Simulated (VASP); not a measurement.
# NaI (Fm-3m) in VASP: a series of runs, part 2 of 2

VASP 6.6.1.

**3. Single point, PBE (volume scaled by 1.03)**

INCAR reads:

```
PREC = Accurate
ENCUT = 520
EDIFF = 1E-6
ISMEAR = 0
SIGMA = 0.02
LREAL = False
LASPH = True
NELM = 80
ALGO = Normal
ISIF = 2
LWAVE = False
LCHARG = True
GGA = PE
LELF = True
LVHAR = True
NBANDS = 14
```

KPOINTS reads:

```
Automatic mesh
0
Gamma
  6 6 6
```

POSCAR reads:

```
NaI
1.0
    0.0000000000      3.2964167070      3.2964167070
    3.2964167070      0.0000000000      3.2964167070
    3.2964167070      3.2964167070      0.0000000000
Na I
1 1
Direct
    0.0000000000      0.0000000000      0.0000000000
    0.5000000000      0.5000000000      0.5000000000
```

Potentials or basis: VASP PAW PBE potentials, release 64 (Na_pv, I).

Run with:

```sh
> cat potpaw_PBE.64/Na_pv/POTCAR potpaw_PBE.64/I/POTCAR > POTCAR
> mpirun -np 1 vasp_std > vasp.out
```

OUTCAR:

```text
PREC = Accurate
   ENCUT = 520
   EDIFF = 1E-6
   ISMEAR = 0
   LREAL = False
   LASPH = True
   NELM = 80
   ISIF = 2
   GGA = PE

 ion  position               nearest neighbor table
   1  0.000  0.000  0.000-
   2  0.500  0.500  0.500-

  LATTYP: Found a face centered cubic cell.
 ALAT       =     6.5928334140

  Lattice vectors:

 A1 = (   0.0000000000,   3.2964167070,   3.2964167070)
 A2 = (   3.2964167070,   0.0000000000,   3.2964167070)
 A3 = (   3.2964167070,   3.2964167070,   0.0000000000)

Analysis of symmetry for initial positions (statically):
=====================================================================
 Subroutine PRICEL returns:
 Original cell was already a primitive cell.

 Routine SETGRP: Setting up the symmetry group for a
 face centered cubic supercell.

 Subroutine GETGRP returns: Found 48 space group operations
 (whereof 48 operations were pure point group operations)
 out of a pool of 48 trial point group operations.

The static configuration has the point symmetry O_h .

Analysis of symmetry for dynamics (positions and initial velocities):
=====================================================================
 Subroutine PRICEL returns:
 Original cell was already a primitive cell.

 Routine SETGRP: Setting up the symmetry group for a
 face centered cubic supercell.

 Subroutine GETGRP returns: Found 48 space group operations
 (whereof 48 operations were pure point group operations)
 out of a pool of 48 trial point group operations.

The dynamic configuration has the point symmetry O_h .

 Subroutine INISYM returns: Found 48 space group operations
 (whereof 48 operations are pure point group operations),
 and found     1 'primitive' translations

----------------------------------------------------------------------------------------

                                     Primitive cell

  volume of cell :      71.6401

  direct lattice vectors                    reciprocal lattice vectors
     0.000000000  3.296416707  3.296416707    -0.151679853  0.151679853  0.151679853
     3.296416707  0.000000000  3.296416707     0.151679853 -0.151679853  0.151679853
     3.296416707  3.296416707  0.000000000     0.151679853  0.151679853 -0.151679853

  length of vectors
     4.661837214  4.661837214  4.661837214     0.262717211  0.262717211  0.262717211

  position of ions in fractional coordinates (direct lattice)
     0.000000000  0.000000000  0.000000000
     0.500000000  0.500000000  0.500000000

  ion indices of the primitive-cell ions
   primitive index   ion index
                 1           1
                 2           2

----------------------------------------------------------------------------------------

 KPOINTS: Automatic mesh

Automatic generation of k-mesh.
 Grid dimensions read from file:
 generate k-points for:    6    6    6

 Generating k-lattice:

  Cartesian coordinates                     Fractional coordinates (reciprocal lattice)
    -0.025279975  0.025279975  0.025279975     0.166666667  0.000000000  0.000000000
     0.025279975 -0.025279975  0.025279975     0.000000000  0.166666667  0.000000000
     0.025279975  0.025279975 -0.025279975     0.000000000  0.000000000  0.166666667

  Length of vectors
     0.043786202  0.043786202  0.043786202

  Shift w.r.t. Gamma in fractional coordinates (k-lattice)
     0.000000000  0.000000000  0.000000000

 Subroutine IBZKPT returns following result:
 ===========================================

 Found     16 irreducible k-points:

 Following reciprocal coordinates:
            Coordinates               Weight
  0.000000  0.000000  0.000000      1.000000
  0.166667  0.000000  0.000000      8.000000
  0.333333  0.000000  0.000000      8.000000
  0.500000  0.000000  0.000000      4.000000
  0.166667  0.166667  0.000000      6.000000
  0.333333  0.166667  0.000000     24.000000
[... 8 lines left out ...]
 -0.333333  0.333333  0.166667     24.000000
 -0.333333  0.500000  0.166667     12.000000
   k-points           NKPTS =     16   k-points in BZ     NKDIM =     16   number of bands    NBANDS=     14
   number of dos      NEDOS =    301   number of ions     NIONS =      2
   total plane-waves  NPLWV =  46656
   dimension x,y,z NGX =    36 NGY =   36 NGZ =   36
   dimension x,y,z NGXF=    72 NGYF=   72 NGZF=   72
   ions per type =               1   1
   NGX,Y,Z   is equivalent  to a cutoff of  12.84, 12.84, 12.84 a.u.
   NGXF,Y,Z  is equivalent  to a cutoff of  25.68, 25.68, 25.68 a.u.
 SYSTEM =  unknown system
   PREC   = accura    normal or accurate (medium, high low for compatibility)
   ISTART =      0    job   : 0-new  1-cont  2-samecut
   ICHARG =      2    charge: 1-file 2-atom 10-const
   ISPIN  =      1    spin polarized calculation?
   LNONCOLLINEAR =      F non collinear calculations
   LSORBIT =      F    spin-orbit coupling
   LASPH  =      T    aspherical Exc in radial PAW
   ENCUT  =  520.0 eV  38.22 Ry    6.18 a.u.   8.67  8.67  8.67*2*pi/ulx,y,z
   NELM   =     80;   NELMIN=  2; NELMDL= -5     # of ELM steps
   EDIFF  = 0.1E-05   stopping-criterion for ELM
   LREAL  =      F    real-space projection
   EDIFFG = 0.1E-04   stopping-criterion for IOM
   NSW    =      0    number of steps for IOM
   IBRION =     -1    ionic relax: 0-MD 1-quasi-New 2-CG
   NFREE  =      0    steps in history (QN), initial steepest desc. (CG)
   ISIF   =      2    stress and relaxation
   ISYM   =      2    0-nonsym 1-usesym 2-fastsym
   POTIM  = 0.5000    time-step for ionic-motion
   TEBEG  =    0.0;   TEEND  =   0.0 temperature during run
   PSTRESS=    0.0 pullay stress
   NELECT =      14.0000    total number of electrons
   NUPDOWN=      -1.0000    fix difference up-down
   EMIN   =  10.00;   EMAX   =-10.00  energy-range for DOS
   EFERMI =   0.00;   METHOD = LEGACY
   ISMEAR =     0;   SIGMA  =   0.02  broadening in eV -4-tet -1-fermi 0-gaus
   EFERMI_NEDOS =   21; number of points for ismear=-14 and -15
   IALGO  =     38    algorithm
   IMIX   =      4    mixing-type and parameters
     AMIX     =   0.40;   BMIX     =  1.00
     AMIX_MAG =   1.60;   BMIX_MAG =  1.00
  volume/ion in A,a.u.               =      35.82       241.73
  Fermi-wavevector in a.u.,A,eV,Ry     =   0.950019  1.795275 12.279737  0.902535
  Thomas-Fermi vector in A             =   2.078356
   LORBIT       =      0    0 simple, 1 ext, 2 COOP (PROOUT), +10 PAW based schemes
   GGA     = PE    functional components
   LHFCALC =     F    Hartree Fock is set to
   AEXX    =    0.0000 exact exchange contribution
   IVDW    =     0    specifies the selected vdW correction
   LEPSILON=     F    determine dielectric tensor
   LRPA    =     F    only Hartree local field effects (RPA)
 non-spin polarized calculation
 Gauss-broadening in eV      SIGMA  =   0.02
  energy-cutoff  :      520.00
  volume of cell :       71.64
 maximum number of plane-waves:      1964
 NGX is ok and might be reduce to    36
   NGX = 17   NGY = 17   NGZ = 17

 number of electron      14.0000003 magnetization

 Free energy of the ion-electron system (eV)
  ---------------------------------------------------
  ext. energy  EPLUGINS =         0.00000000
  ---------------------------------------------------
  free energy    TOTEN  =        -5.38496464 eV

  energy without entropy =       -5.38496464  energy(sigma->0) =       -5.38496464

 E-fermi :   0.5663     XC(G=0):  -7.4848

 val. band max:        0.4378159445   @ k =   0.0000   0.0000   0.0000
 cond. band min:       3.9386253610   @ k =   0.0000   0.0000   0.0000
 fundamental gap:      3.5008094164
 Fermi energy:         0.5662662817

 k-point     1 :       0.0000    0.0000    0.0000
  band No.  band energies     occupation
      1     -22.0741      2.00000
      2     -22.0741      2.00000
      3     -22.0741      2.00000
      4     -10.4462      2.00000
      5       0.4378      2.00000
      6       0.4378      2.00000
      7       0.4378      2.00000
      8       3.9386      0.00000
      9       8.3619      0.00000
     10       8.3619      0.00000
     11       8.3619      0.00000
     12      10.0920      0.00000
     13      10.0920      0.00000
     14      10.8277      0.00000
[... 241 lines left out ...]
      1     -22.0767      2.00000
      2     -22.0758      2.00000
      3     -22.0755      2.00000
      4     -10.1104      2.00000
      5      -1.0752      2.00000
      6      -0.5586      2.00000
      7      -0.3633      2.00000
      8       5.6950      0.00000
      9       6.9498      0.00000
     10       8.8240      0.00000
     11       8.8852      0.00000
     12      11.7242      0.00000
     13      12.6116      0.00000
     14      12.7505      0.00000

------------------------ aborting loop because EDIFF is reached ----------------------------------------

  FORCE on cell =-STRESS in cart. coord.  units (eV):
  Direction    XX          YY          ZZ          XY          YZ          ZX
  --------------------------------------------------------------------------------------
  -------------------------------------------------------------------------------------
  Total       -0.1802383     -0.1802383     -0.1802383      0.0000000      0.0000000      0.0000000
  in kB       -4.0308932     -4.0308932     -4.0308932      0.0000000      0.0000000      0.0000000
  external PRESSURE =      -4.0308932 kB  Pullay stress =       0.0000000 kB

 VOLUME and BASIS-vectors are now :
 -----------------------------------------------------------------------------
  energy-cutoff  :      520.00
  volume of cell :       71.64
      direct lattice vectors                 reciprocal lattice vectors
     0.000000000  3.296416707  3.296416707    -0.151679853  0.151679853  0.151679853
     3.296416707  0.000000000  3.296416707     0.151679853 -0.151679853  0.151679853
     3.296416707  3.296416707  0.000000000     0.151679853  0.151679853 -0.151679853

 POSITION                                       TOTAL-FORCE (eV/Angst)
 -----------------------------------------------------------------------------------
      0.00000      0.00000      0.00000        -0.000000     -0.000000     -0.000000
      3.29642      3.29642      3.29642         0.000000      0.000000      0.000000
 -----------------------------------------------------------------------------------
    total drift:                                0.000000      0.000000      0.000000

  FREE ENERGIE OF THE ION-ELECTRON SYSTEM (eV)
  ---------------------------------------------------
  free  energy   TOTEN  =        -5.3849646355 eV

  energy  without entropy=       -5.3849646355  energy(sigma->0) =       -5.38496464
```

stdout:

```text
POSCAR found type information on POSCAR NaI
 POSCAR found :  2 types and       2 ions
 scaLAPACK will be used
 LDA part: xc-table for (Slater+PW92), standard interpolation
 POSCAR, INCAR and KPOINTS ok, starting setup
 FFT: planning ... GRIDC
 FFT: planning ... GRID_SOFT
 FFT: planning ... GRID
 WAVECAR not read
 entering main loop
```

Wall time 7.9 s (1 thread of Intel Xeon 6975P-C (Granite Rapids), shared host); peak memory 0.21 GiB.

Results:

```yaml
Free_energy: -5.3850 eV
Pressure: -0.4 GPa
Band_gap_on_the_k_mesh: 3.50 eV, direct
```

Levels at points of the mesh, in eV from the valence-band top:
| k point | band 5 | band 6 | band 7 | band 8 | band 9 | band 10 |
| --- | --- | --- | --- | --- | --- | --- |
| (0.00, 0.00, 0.00) | 0.00 | 0.00 | 0.00 | 3.50 | 7.92 | 7.92 |
| (0.50, 0.00, 0.00) | -1.99 | -0.25 | -0.25 | 5.08 | 7.39 | 7.39 |
| (0.50, 0.50, 0.00) | -1.73 | -0.67 | -0.67 | 4.45 | 5.65 | 9.53 |

Caveat: spin-orbit coupling is left out, which moves the levels of the heavy elements.

**4. Single point, PBE (volume scaled by 1.06)**

INCAR reads:

```
ALGO = Normal ; EDIFF = 1E-6
ENCUT = 520 ; GGA = PE
ISIF = 2 ; ISMEAR = 0
LASPH = True ; LCHARG = False
LREAL = False ; LWAVE = False
NBANDS = 14 ; NELM = 60
PREC = Accurate ; SIGMA = 0.02
```

KPOINTS reads:

```
k-points
0
Gamma
  6 6 6
```

POSCAR reads:

```
NaI
1.0
    0.0000000000      3.3281149661      3.3281149661
    3.3281149661      0.0000000000      3.3281149661
    3.3281149661      3.3281149661      0.0000000000
Na I
1 1
Direct
    0.0000000000      0.0000000000      0.0000000000
    0.5000000000      0.5000000000      0.5000000000
```

Run with:

```sh
> cat potpaw_PBE.64/Na_pv/POTCAR potpaw_PBE.64/I/POTCAR > POTCAR
> mpirun -np 1 vasp_std > vasp.out
```

Wall time 7 s (1 thread of Intel Xeon 6975P-C (Granite Rapids), shared host); peak memory 0.2 GiB.

Results (log left out):

| Quantity | Value |
| --- | --- |
| Free energy | -5.3775 eV |
| Pressure | -0.8 GPa |
| Band gap on the k mesh | 3.43 eV, direct |

Levels at points of the mesh, in eV from the valence-band top:
| k point | band 5 | band 6 | band 7 | band 8 | band 9 | band 10 |
| --- | --- | --- | --- | --- | --- | --- |
| (0.00, 0.00, 0.00) | 0.00 | 0.00 | 0.00 | 3.43 | 7.92 | 7.92 |
| (0.50, 0.00, 0.00) | -1.90 | -0.23 | -0.23 | 5.06 | 7.36 | 7.36 |
| (0.50, 0.50, 0.00) | -1.64 | -0.64 | -0.64 | 4.42 | 5.69 | 9.35 |

Caveat: spin-orbit coupling is left out, which moves the levels of the heavy elements.

**5. Single point, PBE (volume scaled by 1.10)**

INCAR reads:

```
PREC = Accurate
ENCUT = 520
EDIFF = 1E-6
ISMEAR = 0
SIGMA = 0.02
LREAL = F
LASPH = T
NELM = 80
ALGO = Normal
ISIF = 2
LWAVE = F
LCHARG = F
GGA = PE
NBANDS = 14
```

KPOINTS reads:

```
regular mesh
0
Gamma
  6 6 6
```

POSCAR reads:

```
NaI
1.0
    0.0000000000      3.3694622369      3.3694622369
    3.3694622369      0.0000000000      3.3694622369
    3.3694622369      3.3694622369      0.0000000000
Na I
1 1
Direct
    0.0000000000      0.0000000000      0.0000000000
    0.5000000000      0.5000000000      0.5000000000
```

Potentials or basis: VASP PAW PBE potentials, release 64 (Na_pv, I).

Run with:

```sh
> cat potpaw_PBE.64/Na_pv/POTCAR potpaw_PBE.64/I/POTCAR > POTCAR
> mpirun -np 1 vasp_std > vasp.out
```

OUTCAR:

```text
PREC = Accurate
   ENCUT = 520
   EDIFF = 1E-6
   ISMEAR = 0
   LREAL = F
   LASPH = T
   NELM = 80
   ISIF = 2
   GGA = PE

 ion  position               nearest neighbor table
   1  0.000  0.000  0.000-
   2  0.500  0.500  0.500-

  LATTYP: Found a face centered cubic cell.
 ALAT       =     6.7389244738

  Lattice vectors:

 A1 = (   0.0000000000,   3.3694622369,   3.3694622369)
 A2 = (   3.3694622369,   0.0000000000,   3.3694622369)
 A3 = (   3.3694622369,   3.3694622369,   0.0000000000)

Analysis of symmetry for initial positions (statically):
=====================================================================
 Subroutine PRICEL returns:
 Original cell was already a primitive cell.

 Routine SETGRP: Setting up the symmetry group for a
 face centered cubic supercell.

 Subroutine GETGRP returns: Found 48 space group operations
 (whereof 48 operations were pure point group operations)
 out of a pool of 48 trial point group operations.

The static configuration has the point symmetry O_h .
[... 161 lines left out ...]
      1     -22.5842      2.00000
      2     -22.5842      2.00000
      3     -22.5842      2.00000
      4     -10.7114      2.00000
      5       0.0327      2.00000
      6       0.0327      2.00000
      7       0.0327      2.00000
      8       3.3833      0.00000
      9       7.9393      0.00000
     10       7.9393      0.00000
     11       7.9393      0.00000
     12       9.5707      0.00000
     13       9.5707      0.00000
     14      10.3528      0.00000
[... 241 lines left out ...]
      1     -22.5860      2.00000
      2     -22.5854      2.00000
      3     -22.5851      2.00000
      4     -10.4378      2.00000
      5      -1.3121      2.00000
      6      -0.8484      2.00000
      7      -0.6760      2.00000
      8       5.1692      0.00000
      9       6.5472      0.00000
     10       8.2030      0.00000
     11       8.2698      0.00000
     12      10.9434      0.00000
     13      11.8828      0.00000
     14      11.9800      0.00000

------------------------ aborting loop because EDIFF is reached ----------------------------------------

  FORCE on cell =-STRESS in cart. coord.  units (eV):
  Direction    XX          YY          ZZ          XY          YZ          ZX
  --------------------------------------------------------------------------------------
  -------------------------------------------------------------------------------------
  Total       -0.5475305     -0.5475305     -0.5475305      0.0000000      0.0000000      0.0000000
  in kB      -11.4658719    -11.4658719    -11.4658719      0.0000000      0.0000000      0.0000000
  external PRESSURE =     -11.4658719 kB  Pullay stress =       0.0000000 kB

 VOLUME and BASIS-vectors are now :
 -----------------------------------------------------------------------------
  energy-cutoff  :      520.00
  volume of cell :       76.51
      direct lattice vectors                 reciprocal lattice vectors
     0.000000000  3.369462237  3.369462237    -0.148391632  0.148391632  0.148391632
     3.369462237  0.000000000  3.369462237     0.148391632 -0.148391632  0.148391632
     3.369462237  3.369462237  0.000000000     0.148391632  0.148391632 -0.148391632

 POSITION                                       TOTAL-FORCE (eV/Angst)
 -----------------------------------------------------------------------------------
      0.00000      0.00000      0.00000        -0.000000      0.000000     -0.000000
      3.36946      3.36946      3.36946         0.000000     -0.000000      0.000000
 -----------------------------------------------------------------------------------
    total drift:                                0.000000      0.000000      0.000000

  FREE ENERGIE OF THE ION-ELECTRON SYSTEM (eV)
  ---------------------------------------------------
  free  energy   TOTEN  =        -5.3609455112 eV

  energy  without entropy=       -5.3609455112  energy(sigma->0) =       -5.36094551
```

OSZICAR:

```text
N       E                     dE             d eps       ncg     rms          rms(c)
DAV:   1     0.781040635301E+02    0.78104E+02   -0.65051E+03   448   0.875E+02
DAV:   2     0.126149402094E+01   -0.76843E+02   -0.72221E+02   466   0.212E+02
DAV:   3    -0.528354697209E+01   -0.65450E+01   -0.65034E+01   586   0.607E+01
DAV:   4    -0.544670371256E+01   -0.16316E+00   -0.16311E+00   556   0.993E+00
DAV:   5    -0.545075477840E+01   -0.40511E-02   -0.40510E-02   616   0.154E+00    0.155E+00
DAV:   6    -0.537040750820E+01    0.80347E-01   -0.95129E-02   508   0.168E+00    0.104E+00
DAV:   7    -0.535827106891E+01    0.12136E-01   -0.79356E-02   574   0.137E+00    0.626E-01
DAV:   8    -0.536098358340E+01   -0.27125E-02   -0.69911E-03   496   0.629E-01    0.182E-01
DAV:   9    -0.536092613091E+01    0.57452E-04   -0.21058E-04   556   0.119E-01    0.575E-02
DAV:  10    -0.536094395095E+01   -0.17820E-04   -0.52184E-05   520   0.646E-02    0.103E-02
DAV:  11    -0.536094506533E+01   -0.11144E-05   -0.44102E-06   562   0.184E-02    0.294E-03
DAV:  12    -0.536094551118E+01   -0.44584E-06   -0.53209E-07   504   0.587E-03
   1 F= -.53609455E+01 E0= -.53609455E+01  d E =-.334126E-20
```

Run time: 7.2 s. Hardware: 1 thread of Intel Xeon 6975P-C (Granite Rapids), shared host; peak memory 0.2 GiB.

What came out:

```yaml
Free_energy: -5.3609 eV
Pressure: -1.1 GPa
Band_gap_on_the_k_mesh: 3.35 eV, direct
```

Caveat: spin-orbit coupling is left out, which moves the levels of the heavy elements.

**6. Overview**

| cell | gap on the mesh (eV) | pressure (GPa) |
| --- | --- | --- |
| a = 4.569 Å, angles 60.0°, 2 atoms | 3.65 | 0.5 |
| a = 4.662 Å, angles 60.0°, 2 atoms | 3.50 | -0.4 |
| a = 4.707 Å, angles 60.0°, 2 atoms | 3.43 | -0.8 |
| a = 4.765 Å, angles 60.0°, 2 atoms | 3.35 | -1.1 |

Alike in all rows: task single point; level PBE; potentials or basis VASP PAW PBE potentials, release 64 (Na_pv, I); no spin polarisation; k mesh 6 × 6 × 6; cutoff (eV) 520; smearing gaussian 0.02 eV.

Caveats: spin-orbit coupling is left out, which moves the levels of the heavy elements.

Absolute energies hang on the potentials; compare differences alone.
